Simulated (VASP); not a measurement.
A run of VASP 6.6.1:

File INCAR:

```
SYSTEM = Ta2Si
ALGO = Normal
EDIFF = 1E-6
EDIFFG = -0.05
ENCUT = 600
GGA = PS
IBRION = 2
ISIF = 3
ISMEAR = 0
LASPH = .True.
LCHARG = .False.
LREAL = .False.
LWAVE = .False.
NELM = 60
NSW = 80
PREC = Accurate
SIGMA = 0.1
```

File KPOINTS:

```
k-points
0
Gamma
  6 6 4
  0 0 0
```

Contents of POSCAR:

```
Ta2Si
1.0
    3.2705910857      0.0000000000      0.0000000000
   -1.6352955428      2.8324149656      0.0000000000
    0.0000000000      0.0000000000      5.1997666090
Ta Si
2 1
Direct
    0.3333333333      0.6666666667      0.2528761935
    0.6666666667      0.3333333333      0.7471238065
    0.0000000000      0.0000000000      0.0000000000
```

Potentials or basis: VASP PAW PBE potentials, release 64 (Ta_pv, Si).

Launch:

```console
$ cat potpaw_PBE.64/Ta_pv/POTCAR potpaw_PBE.64/Si/POTCAR > POTCAR
$ mpirun -np 1 vasp_std > vasp.out
```

Hardware: 1 thread of Intel(R) Xeon(R) 6975P-C (Granite Rapids), with other jobs on the host.

Problem. Estimate the wall time of this run.

Solution. Wall time 120 s on 1 thread of Intel(R) Xeon(R) 6975P-C (Granite Rapids), on a shared host, peak memory 0.2 GiB. Counts: scf iterations 138, k points 24, ion steps 17.
